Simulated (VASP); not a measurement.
Wanted: the native input for a VASP 6.6.1 run.

```
Task                   : single point
Functional             : PBE
Potentials or basis    : VASP PAW PBE potentials, release 64 (In_d, P)
Cutoff                 : 520 eV
k mesh                 : 10 × 10 × 10
Occupations            : gaussian, width 0.02 eV
Spin                   : no spin polarisation
Dipole correction      : no
Further INCAR settings : ALGO = Normal; EDIFF = 1e-06; NBANDS = 16
```

The structure of InP lies in POSCAR:

```
InP
1.0
    0.0000000000      2.9192001117      2.9192001117
    2.9192001117      0.0000000000      2.9192001117
    2.9192001117      2.9192001117      0.0000000000
In P
1 1
Direct
    0.0000000000      0.0000000000      0.0000000000
    0.2500000000      0.2500000000      0.2500000000
```

This cell differs from its parent crystal: volume scaled by 0.94.

One way to write it, as run:

INCAR

```
ALGO = Normal ; EDIFF = 1E-6
ENCUT = 520 ; GGA = PE
ISIF = 2 ; ISMEAR = 0
LASPH = True ; LCHARG = False
LREAL = False ; LWAVE = False
NBANDS = 16 ; NELM = 100
PREC = Accurate ; SIGMA = 0.02
```

KPOINTS

```
k-points
0
Gamma
  10 10 10
```

Potentials or basis: VASP PAW PBE potentials, release 64 (In_d, P).

Run with:

```bash
$ cat potpaw_PBE.64/In_d/POTCAR potpaw_PBE.64/P/POTCAR > POTCAR
$ mpirun -np 1 vasp_std > vasp.out
```

Results of the run:

The pressure is 4.2 GPa and the band gap on the k mesh is 0.78 eV, direct.

Caveat: spin-orbit coupling is left out, which moves the levels of the heavy elements.

It took 54 s on 1 thread of Intel Xeon 6975P-C, on a shared host, peak memory 0.19 GiB.
